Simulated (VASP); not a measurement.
Set up this calculation in VASP 6.6.1, as the native input.

```yaml
Task: single point
Functional: PBE
Potentials_or_basis: VASP PAW PBE potentials, release 64 (Mg)
Cutoff: 600 eV
k_mesh: 10 × 10 × 6
Occupations: fermi-dirac, width 0.1 eV
Spin: no spin polarisation
Dipole_correction: no
Further_INCAR_settings: ALGO = Normal; EDIFF = 1e-06; NBANDS = 12
```

The structure of Mg lies in POSCAR:

```
Mg
1.0
    2.8433266724      0.0000000000      0.0000000000
   -1.4216633362      2.4623931295      0.0000000000
    0.0000000000      0.0000000000      9.3356907451
Mg
4
Direct
    0.0000000000      0.0000000000      0.0000000000
    0.0000000000      0.0000000000      0.5000000000
    0.3333333333      0.6666666667      0.2500000000
    0.6666666667      0.3333333333      0.7500000000
```

These files were run (other wordings do the same):

INCAR

```
SYSTEM = Mg
ALGO = Normal
EDIFF = 1E-6
ENCUT = 600
GGA = PE
GGA_COMPAT = .FALSE.
ISIF = 2
ISMEAR = -1
LASPH = .TRUE.
LCHARG = .FALSE.
LREAL = .FALSE.
LWAVE = .FALSE.
NBANDS = 12
NELM = 120
PREC = Accurate
SIGMA = 0.1
```

KPOINTS

```
k-points
0
G
  10 10 6
  0 0 0
```

Potentials or basis: VASP PAW PBE potentials, release 64 (Mg).

Launch:

```bash
$ cat potpaw_PBE.64/Mg/POTCAR > POTCAR
$ mpirun -np 1 vasp_std > vasp.out
```

Results of the run:

```
Pressure               : 24.1 GPa
Band gap on the k mesh : zero (bands 4 and 5 overlap by 1.84 eV)
```

Caveat: the cell stands under pressure.

Wall time 18 s on 1 thread of Intel(R) Xeon(R) 6975P-C (Granite Rapids) (shared host), peak memory 0.22 GiB.
